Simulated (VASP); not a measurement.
# Zr in VASP: a series of runs

Zr is run at these levels: PBEsol; tasks: electric field gradients.

All numbers are computed with VASP 6.6.1; they aren't measurements. Logs are shortened: lines on timing, memory, paths and dates and some standing lists are left out, and cuts for length are marked.

## 1. The cell of the first run

The structure is trigonal, space group R-3m (No. 166). The conventional cell has a = 5.043 Å, b = 5.043 Å, c = 3.229 Å, α = 90.00°, β = 90.00°, γ = 120.00°. Within 4.1 Å of Zr (site symmetry -3m) lie 14 Zr at 3.10 to 3.62 Å.

## 2. Electric field gradients, PBEsol (equal xy, yz and zx shear strains of +3 %)

File INCAR:

```
PREC = Accurate
ENCUT = 520
EDIFF = 1E-8
ISMEAR = -1
SIGMA = 0.08
LREAL = F
LASPH = T
NELM = 100
ALGO = Normal
ISIF = 2
LWAVE = F
LCHARG = F
GGA = PS
LEFG = T
NBANDS = 12
```

File KPOINTS:

```
regular mesh
0
Gamma
  14 14 14
```

File POSCAR:

```
Zr
1.0
   -1.7557000000      1.8100000000      1.8100000000
    1.8100000000     -1.7557000000      1.8100000000
    1.8100000000      1.8100000000     -1.7557000000
Zr
1
Direct
    0.0000000000      0.0000000000      0.0000000000
```

Potentials or basis: VASP PAW PBE potentials, release 64 (Zr_sv).

Started as:

```bash
cat potpaw_PBE.64/Zr_sv/POTCAR > POTCAR
mpirun -np 1 vasp_std > vasp.out
```

OUTCAR:

```text
PREC = Accurate
   ENCUT = 520
   EDIFF = 1E-8
   ISMEAR = -1
   LREAL = F
   LASPH = T
   NELM = 100
   ISIF = 2
   GGA = PS

 ion  position               nearest neighbor table
   1  0.000  0.000  0.000-

  LATTYP: Found a trigonal (rhomboedric) cell.
 ALAT       =     3.1039784938
 COS(alpha) =    -0.3196300452

  Lattice vectors:

 A1 = (  -1.7557000000,   1.8100000000,   1.8100000000)
 A2 = (   1.8100000000,  -1.7557000000,   1.8100000000)
 A3 = (   1.8100000000,   1.8100000000,  -1.7557000000)

Analysis of symmetry for initial positions (statically):
=====================================================================
 Subroutine PRICEL returns:
 Original cell was already a primitive cell.

 Routine SETGRP: Setting up the symmetry group for a
 trigonal (rhombohedral) supercell.

 Subroutine GETGRP returns: Found 12 space group operations
 (whereof 12 operations were pure point group operations)
 out of a pool of 12 trial point group operations.

The static configuration has the point symmetry D_3d.

Analysis of symmetry for dynamics (positions and initial velocities):
=====================================================================
 Subroutine PRICEL returns:
 Original cell was already a primitive cell.

 Routine SETGRP: Setting up the symmetry group for a
 trigonal (rhombohedral) supercell.

 Subroutine GETGRP returns: Found 12 space group operations
 (whereof 12 operations were pure point group operations)
 out of a pool of 12 trial point group operations.

The dynamic configuration has the point symmetry D_3d.

 Subroutine INISYM returns: Found 12 space group operations
 (whereof 12 operations are pure point group operations),
 and found     1 'primitive' translations

----------------------------------------------------------------------------------------

                                     Primitive cell

  volume of cell :      23.7031

  direct lattice vectors                    reciprocal lattice vectors
    -1.755700000  1.810000000  1.810000000    -0.008168442  0.272281400  0.272281400
     1.810000000 -1.755700000  1.810000000     0.272281400 -0.008168442  0.272281400
     1.810000000  1.810000000 -1.755700000     0.272281400  0.272281400 -0.008168442

  length of vectors
     3.103978494  3.103978494  3.103978494     0.385150678  0.385150678  0.385150678

  position of ions in fractional coordinates (direct lattice)
     0.000000000  0.000000000  0.000000000

  ion indices of the primitive-cell ions
   primitive index   ion index
                 1           1

----------------------------------------------------------------------------------------

 KPOINTS: regular mesh

Automatic generation of k-mesh.
 Grid dimensions read from file:
 generate k-points for:   14   14   14

 Generating k-lattice:

  Cartesian coordinates                     Fractional coordinates (reciprocal lattice)
    -0.000583460  0.019448671  0.019448671     0.071428571  0.000000000  0.000000000
     0.019448671 -0.000583460  0.019448671     0.000000000  0.071428571  0.000000000
     0.019448671  0.019448671 -0.000583460    -0.000000000 -0.000000000  0.071428571

  Length of vectors
     0.027510763  0.027510763  0.027510763

  Shift w.r.t. Gamma in fractional coordinates (k-lattice)
     0.000000000  0.000000000  0.000000000

 Subroutine IBZKPT returns following result:
 ===========================================

 Found    288 irreducible k-points:

 Following reciprocal coordinates:
            Coordinates               Weight
  0.000000  0.000000  0.000000      1.000000
  0.071429  0.000000  0.000000      6.000000
  0.142857  0.000000  0.000000      6.000000
  0.214286 -0.000000 -0.000000      6.000000
  0.285714  0.000000  0.000000      6.000000
  0.357143  0.000000  0.000000      6.000000
[... 16 lines left out ...]
  0.214286  0.142857  0.000000     12.000000
  0.285714  0.142857 -0.000000     12.000000
 [... further k-points ...]
   k-points           NKPTS =    288   k-points in BZ     NKDIM =    288   number of bands    NBANDS=     12
   number of dos      NEDOS =    301   number of ions     NIONS =      1
   total plane-waves  NPLWV =  13824
   dimension x,y,z NGX =    24 NGY =   24 NGZ =   24
   dimension x,y,z NGXF=    48 NGYF=   48 NGZF=   48
   ions per type =               1
   NGX,Y,Z   is equivalent  to a cutoff of  12.85, 12.85, 12.85 a.u.
   NGXF,Y,Z  is equivalent  to a cutoff of  25.71, 25.71, 25.71 a.u.
 SYSTEM =  unknown system
   PREC   = accura    normal or accurate (medium, high low for compatibility)
   ISTART =      0    job   : 0-new  1-cont  2-samecut
   ICHARG =      2    charge: 1-file 2-atom 10-const
   ISPIN  =      1    spin polarized calculation?
   LNONCOLLINEAR =      F non collinear calculations
   LSORBIT =      F    spin-orbit coupling
   LASPH  =      T    aspherical Exc in radial PAW
   ENCUT  =  520.0 eV  38.22 Ry    6.18 a.u.   5.77  5.77  5.77*2*pi/ulx,y,z
   NELM   =    100;   NELMIN=  2; NELMDL= -5     # of ELM steps
   EDIFF  = 0.1E-07   stopping-criterion for ELM
   LREAL  =      F    real-space projection
   EDIFFG = 0.1E-06   stopping-criterion for IOM
   NSW    =      0    number of steps for IOM
   IBRION =     -1    ionic relax: 0-MD 1-quasi-New 2-CG
   NFREE  =      0    steps in history (QN), initial steepest desc. (CG)
   ISIF   =      2    stress and relaxation
   ISYM   =      2    0-nonsym 1-usesym 2-fastsym
   POTIM  = 0.5000    time-step for ionic-motion
   TEBEG  =    0.0;   TEEND  =   0.0 temperature during run
   PSTRESS=    0.0 pullay stress
   NELECT =      12.0000    total number of electrons
   NUPDOWN=      -1.0000    fix difference up-down
   EMIN   =  10.00;   EMAX   =-10.00  energy-range for DOS
   EFERMI =   0.00;   METHOD = LEGACY
   ISMEAR =    -1;   SIGMA  =   0.08  broadening in eV -4-tet -1-fermi 0-gaus
   EFERMI_NEDOS =   21; number of points for ismear=-14 and -15
   IALGO  =     38    algorithm
   IMIX   =      4    mixing-type and parameters
     AMIX     =   0.40;   BMIX     =  1.00
     AMIX_MAG =   1.60;   BMIX_MAG =  1.00
  volume/ion in A,a.u.               =      23.70       159.96
  Fermi-wavevector in a.u.,A,eV,Ry     =   1.304768  2.465655 23.162840  1.702421
  Thomas-Fermi vector in A             =   2.435682
   LORBIT       =      0    0 simple, 1 ext, 2 COOP (PROOUT), +10 PAW based schemes
   GGA     = PS    functional components
   LHFCALC =     F    Hartree Fock is set to
   AEXX    =    0.0000 exact exchange contribution
   IVDW    =     0    specifies the selected vdW correction
   LEPSILON=     F    determine dielectric tensor
   LRPA    =     F    only Hartree local field effects (RPA)
 non-spin polarized calculation
  energy-cutoff  :      520.00
  volume of cell :       23.70
 maximum number of plane-waves:       652
   NGX = 11   NGY = 11   NGZ = 11

 number of electron      12.0000000 magnetization

 Free energy of the ion-electron system (eV)
  ---------------------------------------------------
  ext. energy  EPLUGINS =         0.00000000
  ---------------------------------------------------
  free energy    TOTEN  =        -8.98821036 eV

  energy without entropy =       -8.94716175  energy(sigma->0) =       -8.96768606

 E-fermi :   8.3790     XC(G=0): -11.1144

 val. band max:        8.3788093032   @ k =   0.2143   0.0714  -0.0000
 cond. band min:       8.3846592384   @ k =  -0.3571   0.1429  -0.0000
 fundamental gap:      0.0058499352
 Fermi energy:         8.3789911252

 k-point     1 :       0.0000    0.0000    0.0000
  band No.  band energies     occupation
      1     -40.0467      2.00000
      2     -17.6488      2.00000
      3     -17.5768      2.00000
      4     -17.5768      2.00000
      5       3.0344      2.00000
      6       9.2732      0.00003
      7       9.2732      0.00003
      8       9.8704      0.00000
      9      11.9689      0.00000
     10      11.9689      0.00000
     11      20.5219      0.00000
     12      20.5219      0.00000

 k-point     2 :       0.0714    0.0000    0.0000
  band No.  band energies     occupation
      1     -40.0403      2.00000
      2     -17.6832      2.00000
      3     -17.6022      2.00000
      4     -17.5774      2.00000
      5       3.1997      2.00000
      6       9.1754      0.00009
      7       9.2778      0.00003
      8       9.9610      0.00000
      9      11.8380      0.00000
     10      11.9724      0.00000
     11      20.7315      0.00000
     12      20.9052      0.00000
[... 316 lines left out ...]
 k-point    24 :       0.2857    0.1429   -0.0000
  band No.  band energies     occupation
      1     -39.9343      2.00000
      2     -18.2923      2.00000
      3     -17.8772      2.00000
      4     -17.6473      2.00000
      5       5.9200      2.00000
      6       7.9615      1.98923
      7       8.4790      0.44555
      8      11.6202      0.00000
      9      12.7096      0.00000
     10      13.6057      0.00000
     11      19.0690      0.00000
     12      20.4512      0.00000

 [... further k-points ...]

------------------------ aborting loop because EDIFF is reached ----------------------------------------

  FORCE on cell =-STRESS in cart. coord.  units (eV):
  Direction    XX          YY          ZZ          XY          YZ          ZX
  --------------------------------------------------------------------------------------
  -------------------------------------------------------------------------------------
  Total       -0.9727104     -0.9727104     -0.9727104     -0.1348495     -0.1348495     -0.1348495
  in kB      -65.7489395    -65.7489395    -65.7489395     -9.1149517     -9.1149517     -9.1149517
  external PRESSURE =     -65.7489395 kB  Pullay stress =       0.0000000 kB

 VOLUME and BASIS-vectors are now :
 -----------------------------------------------------------------------------
  energy-cutoff  :      520.00
  volume of cell :       23.70
      direct lattice vectors                 reciprocal lattice vectors
    -1.755700000  1.810000000  1.810000000    -0.008168442  0.272281400  0.272281400
     1.810000000 -1.755700000  1.810000000     0.272281400 -0.008168442  0.272281400
     1.810000000  1.810000000 -1.755700000     0.272281400  0.272281400 -0.008168442

 POSITION                                       TOTAL-FORCE (eV/Angst)
 -----------------------------------------------------------------------------------
      0.00000      0.00000      0.00000        -0.000000      0.000000     -0.000000
 -----------------------------------------------------------------------------------
    total drift:                                0.000000      0.000000     -0.000000

  FREE ENERGIE OF THE ION-ELECTRON SYSTEM (eV)
  ---------------------------------------------------
  free  energy   TOTEN  =        -8.9882103603 eV

  energy  without entropy=       -8.9471617538  energy(sigma->0) =       -8.96768606

 Electric field gradients (V/A^2)
---------------------------------------------------------------------
 ion       V_xx      V_yy      V_zz      V_xy      V_xz      V_yz
---------------------------------------------------------------------
   1       0.000    -0.000    -0.000   -14.713   -14.713   -14.713
---------------------------------------------------------------------

 Electric field gradients after diagonalization (V/A^2)
 (convention: |V_zz| > |V_xx| > |V_yy|)
----------------------------------------------------------------------
 ion       V_xx      V_yy      V_zz     asymmetry (V_yy - V_xx)/ V_zz
----------------------------------------------------------------------
   1      14.713    14.713   -29.427       0.000
----------------------------------------------------------------------

           NMR quadrupolar parameters

 Cq : quadrupolar parameter    Cq=e*Q*V_zz/h
 eta: asymmetry parameters     (V_yy - V_xx)/ V_zz
 Q  : nuclear electric quadrupole moment in mb (millibarn)
----------------------------------------------------------------------
 ion       Cq(MHz)       eta       Q (mb)
----------------------------------------------------------------------
   1      -0.071       0.000       1.000
----------------------------------------------------------------------
```

Wall time 51 s (1 thread of Intel Xeon Platinum 8259CL at 2.50GHz (Skylake/Cascade Lake), shared host); peak memory 0.19 GiB.

What came out:

| Quantity | Value |
| --- | --- |
| Free energy | -8.9882 eV |
| Pressure | -6.6 GPa |
| Band gap on the k mesh | zero (band 6 reaches 9.27 eV, above the bottom of band 7 at 7.77 eV) |

Levels at points of the mesh, in eV from the Fermi level:
```tsv
k point	band 4	band 5	band 6	band 7	band 8	band 9
(0.00, 0.00, 0.00)	-25.96	-5.34	0.89	0.89	1.49	3.59
(0.50, 0.00, 0.00)	-25.97	-2.74	-0.69	1.36	3.66	4.34
(0.50, 0.50, 0.00)	-25.99	-2.72	-0.60	1.72	3.42	4.02
(0.50, 0.50, 0.50)	-26.54	-2.45	-2.45	5.09	5.77	5.77
```

Electric field gradients, principal values (V/Å²):
| atom | least | middle | greatest (by size) |
| --- | --- | --- | --- |
| 1 Zr | 14.713 | 14.713 | -29.427 |

Caveat: the cell differs from its parent crystal (equal xy, yz and zx shear strains of +3 %); without QUAD_EFG the Cq values of the log hold for a quadrupole moment of 1 mb, not for the nuclei; the PAW data sets were made with another functional, which shifts forces and pressure a little.

## 3. Electric field gradients, PBEsol (volume scaled by 0.95)

File INCAR:

```
SYSTEM = Zr
PREC = Accurate
ENCUT = 520
EDIFF = 1E-8
ISMEAR = -1
SIGMA = 0.08
LREAL = .False.
LASPH = .True.
NELM = 100
ALGO = Normal
ISIF = 2
LWAVE = .False.
LCHARG = .False.
GGA = PS
LEFG = .True.
NBANDS = 12
```

File KPOINTS:

```
regular mesh
0
Gamma
  14 14 14
  0 0 0
```

File POSCAR:

```
Zr
1.0
   -1.7793161062      1.7793161062      1.7793161062
    1.7793161062     -1.7793161062      1.7793161062
    1.7793161062      1.7793161062     -1.7793161062
Zr
1
Direct
    0.0000000000      0.0000000000      0.0000000000
```

Potentials or basis: VASP PAW PBE potentials, release 64 (Zr_sv).

Started as:

```bash
cat potpaw_PBE.64/Zr_sv/POTCAR > POTCAR
mpirun -np 1 vasp_std > vasp.out
```

OUTCAR:

```text
SYSTEM = Zr
   PREC = Accurate
   ENCUT = 520
   EDIFF = 1E-8
   ISMEAR = -1
   LREAL = .False.
   LASPH = .True.
   NELM = 100
   ISIF = 2
   GGA = PS

 ion  position               nearest neighbor table
   1  0.000  0.000  0.000-

  LATTYP: Found a body centered cubic cell.
 ALAT       =     3.5586322124

  Lattice vectors:

 A1 = (  -1.7793161062,   1.7793161062,   1.7793161062)
 A2 = (   1.7793161062,  -1.7793161062,   1.7793161062)
 A3 = (   1.7793161062,   1.7793161062,  -1.7793161062)

Analysis of symmetry for initial positions (statically):
=====================================================================
 Subroutine PRICEL returns:
 Original cell was already a primitive cell.

 Routine SETGRP: Setting up the symmetry group for a
 body centered cubic supercell.

 Subroutine GETGRP returns: Found 48 space group operations
 (whereof 48 operations were pure point group operations)
 out of a pool of 48 trial point group operations.

The static configuration has the point symmetry O_h .

Analysis of symmetry for dynamics (positions and initial velocities):
=====================================================================
 Subroutine PRICEL returns:
 Original cell was already a primitive cell.

 Routine SETGRP: Setting up the symmetry group for a
 body centered cubic supercell.

 Subroutine GETGRP returns: Found 48 space group operations
 (whereof 48 operations were pure point group operations)
 out of a pool of 48 trial point group operations.

The dynamic configuration has the point symmetry O_h .

 Subroutine INISYM returns: Found 48 space group operations
[... 161 lines left out ...]
     11      21.4428      0.00000
     12      21.4428      0.00000
[... 331 lines left out ...]
 k-point    24 :       0.3571    0.2857    0.0000
  band No.  band energies     occupation
      1     -39.1862      2.00000
      2     -17.6943      2.00000
      3     -17.5280      2.00000
      4     -16.9999      2.00000
      5       7.4949      2.00000
      6       8.3835      1.99815
      7       8.8174      1.65337
      8      12.8331      0.00000
      9      13.2688      0.00000
     10      17.7029      0.00000
     11      18.2451      0.00000
     12      19.7071      0.00000

 [... further k-points ...]

------------------------ aborting loop because EDIFF is reached ----------------------------------------

  FORCE on cell =-STRESS in cart. coord.  units (eV):
  Direction    XX          YY          ZZ          XY          YZ          ZX
  --------------------------------------------------------------------------------------
  -------------------------------------------------------------------------------------
  Total       -0.3771413     -0.3771413     -0.3771413      0.0000000      0.0000000     -0.0000000
  in kB      -26.8160820    -26.8160820    -26.8160820      0.0000000      0.0000000     -0.0000000
  external PRESSURE =     -26.8160820 kB  Pullay stress =       0.0000000 kB

 VOLUME and BASIS-vectors are now :
 -----------------------------------------------------------------------------
  energy-cutoff  :      520.00
  volume of cell :       22.53
      direct lattice vectors                 reciprocal lattice vectors
    -1.779316106  1.779316106  1.779316106     0.000000000  0.281006842  0.281006842
     1.779316106 -1.779316106  1.779316106     0.281006842  0.000000000  0.281006842
     1.779316106  1.779316106 -1.779316106     0.281006842  0.281006842  0.000000000

 POSITION                                       TOTAL-FORCE (eV/Angst)
 -----------------------------------------------------------------------------------
      0.00000      0.00000      0.00000        -0.000000      0.000000     -0.000000
 -----------------------------------------------------------------------------------
    total drift:                                0.000000      0.000000     -0.000000

  FREE ENERGIE OF THE ION-ELECTRON SYSTEM (eV)
  ---------------------------------------------------
  free  energy   TOTEN  =        -9.0278935564 eV

  energy  without entropy=       -8.9905970523  energy(sigma->0) =       -9.00924530

 Electric field gradients (V/A^2)
---------------------------------------------------------------------
 ion       V_xx      V_yy      V_zz      V_xy      V_xz      V_yz
---------------------------------------------------------------------
   1      -0.000     0.000    -0.000    -0.000    -0.000    -0.000
---------------------------------------------------------------------

 Electric field gradients after diagonalization (V/A^2)
 (convention: |V_zz| > |V_xx| > |V_yy|)
----------------------------------------------------------------------
 ion       V_xx      V_yy      V_zz     asymmetry (V_yy - V_xx)/ V_zz
----------------------------------------------------------------------
   1       0.000     0.000    -0.000       0.000
----------------------------------------------------------------------

           NMR quadrupolar parameters

 Cq : quadrupolar parameter    Cq=e*Q*V_zz/h
 eta: asymmetry parameters     (V_yy - V_xx)/ V_zz
 Q  : nuclear electric quadrupole moment in mb (millibarn)
----------------------------------------------------------------------
 ion       Cq(MHz)       eta       Q (mb)
----------------------------------------------------------------------
   1      -0.000       0.000       1.000
----------------------------------------------------------------------
```

Wall time 10 s (1 thread of Intel Xeon Platinum 8559C (Emerald Rapids), shared host); peak memory 0.15 GiB.

What came out:

```
Free energy            : -9.0279 eV
Pressure               : -2.7 GPa
Band gap on the k mesh : zero (band 6 reaches 10.08 eV, above the bottom of band 7 at 8.30 eV)
```

Levels at points of the mesh, in eV from the Fermi level:
| k point | band 3 | band 4 | band 5 | band 6 | band 7 | band 8 | band 9 | band 10 |
| --- | --- | --- | --- | --- | --- | --- | --- | --- |
| (0.00, 0.00, 0.00) | -25.81 | -25.81 | -5.43 | 1.13 | 1.13 | 1.13 | 3.71 | 3.71 |
| (0.50, 0.00, 0.00) | -26.15 | -25.82 | -2.88 | -0.73 | 1.74 | 3.71 | 4.41 | 6.59 |
| (0.50, 0.50, 0.50) | -26.55 | -26.55 | -2.67 | -2.67 | 5.88 | 5.88 | 5.88 | 7.63 |

Caveat: without QUAD_EFG the Cq values of the log hold for a quadrupole moment of 1 mb, not for the nuclei; the PAW data sets were made with another functional, which shifts forces and pressure a little.

(Part 1 of 2 ends here.)
